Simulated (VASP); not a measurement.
# Sr (Fm-3m) in VASP: a series of runs

The runs below take Sr through single point, with revPBE.

Everything below comes from runs of VASP 6.6.1. Logs are shortened: lines on timing, memory, paths and dates and some standing lists are left out, and cuts for length are marked.

### 1 The cell of the first run

Symmetry: Fm-3m, No. 225, cubic system. Conventional cell: a = 5.960 Å, b = 5.960 Å, c = 5.960 Å, α = 90.00°, β = 90.00°, γ = 90.00°. Within 5.5 Å of Sr (site symmetry m-3m) lie 12 Sr at 4.21 Å.

### 2 Single point, revPBE, non-collinear spin, zero start, spin-orbit coupling

INCAR

```
SYSTEM = Sr
ALGO = Normal ; EDIFF = 1E-6
ENCUT = 520 ; GGA = RE
GGA_COMPAT = .False. ; ISIF = 2
ISMEAR = 0 ; LASPH = .True.
LCHARG = .False. ; LORBIT = 11
LORBMOM = .True. ; LREAL = .False.
LSORBIT = .True. ; LWAVE = .False.
MAGMOM = 0 0 0 ; NBANDS = 21
NELM = 150 ; PREC = Accurate
SIGMA = 0.025
```

KPOINTS

```
k-points
0
Gamma
  8 8 8
  0 0 0
```

POSCAR

```
Sr
1.0
    0.0000000000      2.9802437979      2.9802437979
    2.9802437979      0.0000000000      2.9802437979
    2.9802437979      2.9802437979      0.0000000000
Sr
1
Direct
    0.0000000000      0.0000000000      0.0000000000
```

Potentials or basis: VASP PAW PBE potentials, release 64 (Sr_sv).

Run with:

```
> cat potpaw_PBE.64/Sr_sv/POTCAR > POTCAR
> mpirun -np 1 vasp_ncl > vasp.out
```

OUTCAR:

```text
SYSTEM = Sr
   EDIFF = 1E-6
   ENCUT = 520
   GGA = RE
   ISIF = 2
   ISMEAR = 0
   LASPH = .True.
   LORBIT = 11
   LREAL = .False.
   LSORBIT = .True.
   NELM = 150
   PREC = Accurate

 ion  position               nearest neighbor table
   1  0.000  0.000  0.000-

  LATTYP: Found a face centered cubic cell.
 ALAT       =     5.9604875958

  Lattice vectors:

 A1 = (   0.0000000000,   2.9802437979,   2.9802437979)
 A2 = (   2.9802437979,   0.0000000000,   2.9802437979)
 A3 = (   2.9802437979,   2.9802437979,   0.0000000000)

Analysis of symmetry for initial positions (statically):
=====================================================================
 Subroutine PRICEL returns:
 Original cell was already a primitive cell.

 Routine SETGRP: Setting up the symmetry group for a
 face centered cubic supercell.

 Subroutine GETGRP returns: Found 48 space group operations
 (whereof 48 operations were pure point group operations)
 out of a pool of 48 trial point group operations.

The static configuration has the point symmetry O_h .

Analysis of symmetry for dynamics (positions and initial velocities):
=====================================================================
 Subroutine PRICEL returns:
 Original cell was already a primitive cell.

 Routine SETGRP: Setting up the symmetry group for a
 face centered cubic supercell.

 Subroutine GETGRP returns: Found 48 space group operations
 (whereof 48 operations were pure point group operations)
 out of a pool of 48 trial point group operations.

The dynamic configuration has the point symmetry O_h .

Analysis of structural, dynamic, and magnetic symmetry:
=====================================================================
 Subroutine PRICEL returns:
 Original cell was already a primitive cell.

 Routine SETGRP: Setting up the symmetry group for a
 face centered cubic supercell.

 Subroutine GETGRP returns: Found 48 space group operations
 (whereof 48 operations were pure point group operations)
 out of a pool of 48 trial point group operations.

The overall configuration has the point symmetry O_h .

 Subroutine INISYM returns: Found 48 space group operations
 (whereof 48 operations are pure point group operations),
 and found     1 'primitive' translations

----------------------------------------------------------------------------------------

                                     Primitive cell

  volume of cell :      52.9402

  direct lattice vectors                    reciprocal lattice vectors
     0.000000000  2.980243798  2.980243798    -0.167771509  0.167771509  0.167771509
     2.980243798  0.000000000  2.980243798     0.167771509 -0.167771509  0.167771509
     2.980243798  2.980243798  0.000000000     0.167771509  0.167771509 -0.167771509

  length of vectors
     4.214701198  4.214701198  4.214701198     0.290588778  0.290588778  0.290588778

  position of ions in fractional coordinates (direct lattice)
     0.000000000  0.000000000  0.000000000

  ion indices of the primitive-cell ions
   primitive index   ion index
                 1           1

----------------------------------------------------------------------------------------

 KPOINTS: k-points

Automatic generation of k-mesh.
 Grid dimensions read from file:
 generate k-points for:    8    8    8

 Generating k-lattice:

  Cartesian coordinates                     Fractional coordinates (reciprocal lattice)
    -0.020971439  0.020971439  0.020971439     0.125000000  0.000000000  0.000000000
     0.020971439 -0.020971439  0.020971439     0.000000000  0.125000000  0.000000000
     0.020971439  0.020971439 -0.020971439     0.000000000  0.000000000  0.125000000

  Length of vectors
     0.036323597  0.036323597  0.036323597

  Shift w.r.t. Gamma in fractional coordinates (k-lattice)
     0.000000000  0.000000000  0.000000000

 Subroutine IBZKPT returns following result:
 ===========================================

[... 46 lines left out ...]
   NELM   =    150;   NELMIN=  2; NELMDL= -5     # of ELM steps
   EDIFF  = 0.1E-05   stopping-criterion for ELM
   LREAL  =      F    real-space projection
   EDIFFG = 0.1E-04   stopping-criterion for IOM
   NSW    =      0    number of steps for IOM
   IBRION =     -1    ionic relax: 0-MD 1-quasi-New 2-CG
   NFREE  =      0    steps in history (QN), initial steepest desc. (CG)
   ISIF   =      2    stress and relaxation
   ISYM   =      2    0-nonsym 1-usesym 2-fastsym
   POTIM  = 0.5000    time-step for ionic-motion
   TEBEG  =    0.0;   TEEND  =   0.0 temperature during run
   PSTRESS=    0.0 pullay stress
   NELECT =      10.0000    total number of electrons
   NUPDOWN=      -1.0000    fix difference up-down
   EMIN   =  10.00;   EMAX   =-10.00  energy-range for DOS
   EFERMI =   0.00;   METHOD = LEGACY
   ISMEAR =     0;   SIGMA  =   0.03  broadening in eV -4-tet -1-fermi 0-gaus
   EFERMI_NEDOS =   21; number of points for ismear=-14 and -15
   IALGO  =     38    algorithm
   IMIX   =      4    mixing-type and parameters
     AMIX     =   0.40;   BMIX     =  1.00
     AMIX_MAG =   1.60;   BMIX_MAG =  1.00
  volume/ion in A,a.u.               =      52.94       357.26
  Fermi-wavevector in a.u.,A,eV,Ry     =   0.939319  1.775055 12.004691  0.882320
  Thomas-Fermi vector in A             =   2.066619
   LORBIT       =     11    0 simple, 1 ext, 2 COOP (PROOUT), +10 PAW based schemes
   GGA     = RE    functional components
   LHFCALC =     F    Hartree Fock is set to
   AEXX    =    0.0000 exact exchange contribution
   IVDW    =     0    specifies the selected vdW correction
   LEPSILON=     F    determine dielectric tensor
   LRPA    =     F    only Hartree local field effects (RPA)
 Gauss-broadening in eV      SIGMA  =   0.03
  energy-cutoff  :      520.00
  volume of cell :       52.94
 maximum number of plane-waves:      2916
   NGX = 15   NGY = 15   NGZ = 15

 number of electron      10.0000000 magnetization       0.0000000      0.0000000      0.0000000

 number of electron      10.0000000 magnetization      -0.0000000      0.0000000      0.0000000

 number of electron      10.0000000 magnetization       0.0000000     -0.0000000     -0.0000000

 Free energy of the ion-electron system (eV)
  ---------------------------------------------------
  ext. energy  EPLUGINS =         0.00000000
  ---------------------------------------------------
  free energy    TOTEN  =        -1.55892088 eV

  energy without entropy =       -1.55835811  energy(sigma->0) =       -1.55863950

 E-fermi :   1.8069     XC(G=0):  -7.3796

 val. band max:        1.6766562199   @ k =  -0.3750   0.3750   0.0000
 cond. band min:       1.8198704691   @ k =  -0.3750   0.2500   0.1250
 fundamental gap:      0.1432142492
 Fermi energy:         1.8069134636

 k-point     1 :       0.0000    0.0000    0.0000
  band No.  band energies     occupation
      1     -34.7804      1.00000
      2     -34.7804      1.00000
      3     -17.4429      1.00000
      4     -17.4429      1.00000
      5     -16.2971      1.00000
      6     -16.2971      1.00000
[... 565 lines left out ...]
     20       7.0985      0.00000
     21       7.3011      0.00000

 [... further k-points ...]

------------------------ aborting loop because EDIFF is reached ----------------------------------------

  FORCE on cell =-STRESS in cart. coord.  units (eV):
  Direction    XX          YY          ZZ          XY          YZ          ZX
  --------------------------------------------------------------------------------------
  -------------------------------------------------------------------------------------
  Total        0.3173550      0.3173550      0.3173550      0.0000000      0.0000000     -0.0000000
  in kB        9.6044067      9.6044067      9.6044067      0.0000000      0.0000000     -0.0000000
  external PRESSURE =       9.6044067 kB  Pullay stress =       0.0000000 kB

 VOLUME and BASIS-vectors are now :
 -----------------------------------------------------------------------------
  energy-cutoff  :      520.00
  volume of cell :       52.94
      direct lattice vectors                 reciprocal lattice vectors
     0.000000000  2.980243798  2.980243798    -0.167771509  0.167771509  0.167771509
     2.980243798  0.000000000  2.980243798     0.167771509 -0.167771509  0.167771509
     2.980243798  2.980243798  0.000000000     0.167771509  0.167771509 -0.167771509

 POSITION                                       TOTAL-FORCE (eV/Angst)
 -----------------------------------------------------------------------------------
      0.00000      0.00000      0.00000        -0.000000     -0.000000     -0.000000
 -----------------------------------------------------------------------------------
    total drift:                                0.000000      0.000000      0.000000

  FREE ENERGIE OF THE ION-ELECTRON SYSTEM (eV)
  ---------------------------------------------------
  free  energy   TOTEN  =        -1.5589208829 eV

  energy  without entropy=       -1.5583581140  energy(sigma->0) =       -1.55863950

 orbital moment (x)

 # of ion     p       d       tot
 ----------------------------------------
  1         0.000   0.000   0.000
 ----------------------------------------
            0.000   0.000   0.000

 orbital moment (y)

 # of ion     p       d       tot
 ----------------------------------------
  1         0.000  -0.000  -0.000
 ----------------------------------------
            0.000  -0.000  -0.000

 orbital moment (z)

 # of ion     p       d       tot
 ----------------------------------------
  1         0.000  -0.000  -0.000
 ----------------------------------------
            0.000  -0.000  -0.000

 Spin-Orbit-Coupling matrix elements

 Ion:    1  E_soc:     -0.1757222
 l=   1
     0.0000000    -0.0292882    -0.0292882
    -0.0292882     0.0000000    -0.0292882
    -0.0292882    -0.0292882     0.0000000
 l=   2
     0.0000000     0.0000033     0.0000000     0.0000033    -0.0000022
     0.0000033     0.0000000    -0.0000016     0.0000033    -0.0000005
     0.0000000    -0.0000016     0.0000000    -0.0000016     0.0000000
     0.0000033     0.0000033    -0.0000016     0.0000000    -0.0000005
    -0.0000022    -0.0000005     0.0000000    -0.0000005     0.0000000
 l=   3
     0.0000000     0.0000000     0.0000000     0.0000000     0.0000000     0.0000000     0.0000000
     0.0000000     0.0000000     0.0000000     0.0000000     0.0000000     0.0000000     0.0000000
     0.0000000     0.0000000     0.0000000     0.0000000     0.0000000     0.0000000     0.0000000
     0.0000000     0.0000000     0.0000000     0.0000000     0.0000000     0.0000000     0.0000000
     0.0000000     0.0000000     0.0000000     0.0000000     0.0000000     0.0000000     0.0000000
     0.0000000     0.0000000     0.0000000     0.0000000     0.0000000     0.0000000     0.0000000
     0.0000000     0.0000000     0.0000000     0.0000000     0.0000000     0.0000000     0.0000000

 total charge

# of ion       s       p       d       tot
------------------------------------------
    1        2.065   5.754   0.139   7.958

 magnetization (x)

# of ion       s       p       d       tot
------------------------------------------
    1       -0.000   0.000   0.000  -0.000

 magnetization (y)

# of ion       s       p       d       tot
------------------------------------------
    1        0.000   0.000  -0.000   0.000

 magnetization (z)

# of ion       s       p       d       tot
------------------------------------------
    1       -0.000   0.000  -0.000  -0.000
```

Run time: 1.7 min. Hardware: 1 thread of Intel Xeon 8259CL, shared host; peak memory 0.32 GiB.

Results:

* Free energy: -1.5589 eV
* Pressure: 1.0 GPa
* Net moment: 0.00 μB per cell
* Valence electrons inside the program's atomic spheres: Sr 7.96

Moments on the atoms (μB; x, y, z):
```
Sr  0.00 0.00 0.00
```

Caveat: the PAW data sets were made with another functional, which shifts forces and pressure a little.

### 3 Single point, revPBE, non-collinear spin, zero start, spin-orbit coupling

This run uses another cell than the first one, of 54.07 Å³/atom.

INCAR

```
ALGO = Normal
EDIFF = 1E-7
ENCUT = 520
GGA = RE
GGA_COMPAT = F
ISIF = 2
ISMEAR = 0
LASPH = T
LCHARG = F
LNONCOLLINEAR = T
LORBIT = 11
LORBMOM = T
LREAL = F
LSORBIT = T
LWAVE = F
MAGMOM = 0 0 0
NBANDS = 21
NELM = 150
PREC = Accurate
SIGMA = 0.025
```

KPOINTS

```
k-points
0
Gamma
  8 8 8
```

POSCAR

```
Sr
1.0
    0.0000000000      3.0012321217      3.0012321217
    3.0012321217      0.0000000000      3.0012321217
    3.0012321217      3.0012321217      0.0000000000
Sr
1
Direct
    0.0000000000      0.0000000000      0.0000000000
```

Potentials or basis: VASP PAW PBE potentials, release 64 (Sr_sv).

Run with:

```
> cat potpaw_PBE.64/Sr_sv/POTCAR > POTCAR
> mpirun -np 1 vasp_ncl > vasp.out
```

Wall time 1.9 min (1 thread of Intel Xeon 8259CL, shared host); peak memory 0.32 GiB.

Results (log left out):

| Item | Value |
| --- | --- |
| Free energy | -1.5647 eV |
| Pressure | 0.7 GPa |
| Net moment | 0.00 μB per cell |
| Valence electrons inside the program's atomic spheres | Sr 7.95 |

Moments on the atoms (μB; x, y, z):
```
Sr  0.00 0.00 0.00
```

Caveat: the PAW data sets were made with another functional, which shifts forces and pressure a little.

### 4 Single point, revPBE, non-collinear spin, zero start, spin-orbit coupling

This run uses another cell than the first one, of 55.19 Å³/atom.

INCAR

```
SYSTEM = Sr
  PREC = Accurate
  ENCUT = 520
  EDIFF = 1E-7
  ISMEAR = 0
  SIGMA = 0.025
  LREAL = .FALSE.
  LASPH = .TRUE.
  NELM = 150
  ALGO = Fast
  ISIF = 2
  LWAVE = .FALSE.
  LCHARG = .TRUE.
  MAGMOM = 0 0 0
  LORBIT = 11
  LSORBIT = .TRUE.
  GGA_COMPAT = .FALSE.
  LORBMOM = .TRUE.
  GGA = RE
  LVHAR = .TRUE.
  NBANDS = 21
```

KPOINTS

```
Automatic mesh
0
G
  8 8 8
  0 0 0
```

POSCAR

```
Sr
1.0
    0.0000000000      3.0219309284      3.0219309284
    3.0219309284      0.0000000000      3.0219309284
    3.0219309284      3.0219309284      0.0000000000
Sr
1
Direct
    0.0000000000      0.0000000000      0.0000000000
```

Run with:

```
> cat potpaw_PBE.64/Sr_sv/POTCAR > POTCAR
> mpirun -np 1 vasp_ncl > vasp.out
```

Run time: 3.1 min. Hardware: 1 thread of Intel Xeon 8259CL, shared host; peak memory 0.32 GiB.

It converged, with:

```
Free energy                                           : -1.5685 eV
Pressure                                              : 0.4 GPa
Net moment                                            : 0.00 μB per cell
Valence electrons inside the program's atomic spheres : Sr 7.95
```

Moments on the atoms (μB; x, y, z):
```
Sr  0.00 0.00 0.00
```

Caveat: the PAW data sets were made with another functional, which shifts forces and pressure a little.

### 5 Single point, revPBE, non-collinear spin, zero start, spin-orbit coupling

This run uses another cell than the first one, of 56.32 Å³/atom.

INCAR

```
SYSTEM = Sr
ALGO     = Fast           ! electronic algorithm
EDIFF    = 1E-6           ! SCF threshold, eV
ENCUT    = 520            ! plane-wave cutoff, eV
GGA      = RE             ! functional
GGA_COMPAT= .FALSE.      
ISIF     = 2              ! what is computed and relaxed
ISMEAR   = 0              ! smearing method
LASPH    = .TRUE.         ! aspherical terms in the spheres
LCHARG   = .FALSE.        ! write CHGCAR
LORBIT   = 11             ! projections on sites
LORBMOM  = .TRUE.       
LREAL    = .FALSE.        ! projectors in reciprocal space
LSORBIT  = .TRUE.         ! spin-orbit coupling
LWAVE    = .FALSE.        ! write WAVECAR
MAGMOM   = 0 0 0          ! initial moments
NBANDS   = 21             ! bands
NELM     = 150            ! most SCF steps
PREC     = Accurate       ! precision mode
SIGMA    = 0.025          ! smearing width, eV
```

KPOINTS

```
k-points
0
G
  8 8 8
  0 0 0
```

POSCAR

```
Sr
1.0
    0.0000000000      3.0423500000      3.0423500000
    3.0423500000      0.0000000000      3.0423500000
    3.0423500000      3.0423500000      0.0000000000
Sr
1
Direct
    0.0000000000      0.0000000000      0.0000000000
```

Run with:

```
> cat potpaw_PBE.64/Sr_sv/POTCAR > POTCAR
> mpirun -np 1 vasp_ncl > vasp.out
```

Wall time 2.5 min (1 thread of Intel Xeon 8259CL, shared host); peak memory 0.31 GiB.

It converged, with:

| Item | Value |
| --- | --- |
| Free energy | -1.5704 eV |
| Pressure | 0.1 GPa |
| Net moment | 0.00 μB per cell |
| Valence electrons inside the program's atomic spheres | Sr 7.94 |

Moments on the atoms (μB; x, y, z):
```
Sr  0.00 0.00 0.00
```

Caveat: the PAW data sets were made with another functional, which shifts forces and pressure a little.

### 6 Summary

```csv
cell,pressure (GPa),moment (μB)
"a = 4.215 Å, angles 60.0°, 1 atom",1.0,0.00
"a = 4.244 Å, angles 60.0°, 1 atom",0.7,0.00
"a = 4.274 Å, angles 60.0°, 1 atom",0.4,0.00
"a = 4.303 Å, angles 60.0°, 1 atom",0.1,0.00
```

Alike in all rows: task single point; level revPBE; potentials or basis VASP PAW PBE potentials, release 64 (Sr_sv); spin non-collinear, zero start, SOC; k mesh 8 × 8 × 8; cutoff (eV) 520; smearing gaussian 0.025 eV.

Caveats: the PAW data sets were made with another functional, which shifts forces and pressure a little.

Absolute energies hang on the potentials; compare differences alone.
